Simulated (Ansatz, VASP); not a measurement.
# Two plane-wave programs on CdSe

```
CELL_PARAMETERS angstrom
4.34072 0.00000 0.00000
-2.17036 3.75918 0.00000
0.00000 0.00000 7.07665
ATOMIC_POSITIONS crystal
Cd 0.33333 0.66667 0.99952
Cd 0.66667 0.33333 0.49952
Se 0.33333 0.66667 0.37548
Se 0.66667 0.33333 0.87548
```

Alike in both runs: task single point; functional PBE; k mesh 12 × 12 × 4; occupations fermi-dirac, width 0.02 eV; no spin polarisation.

|  | VASP | Ansatz |
| --- | --- | --- |
| version | VASP 6.6.1 | Ansatz 0.2.0 |
| potentials or method | VASP PAW PBE potentials, release 64 (Cd, Se) | plane waves, PAW |
| plane-wave cutoff (eV) | 520 | 420 |
| valence electrons in the cell | 36 | 72 |

```csv
,VASP,Ansatz,Ansatz less VASP
pressure (GPa),1.7,1.4,-0.28
```

With one functional, cell and mesh, what is left measures potentials, basis and numerics. VASP's potentials hold 36 valence electrons a cell and Ansatz's 72, so a difference there can come from the potentials and not from the codes.
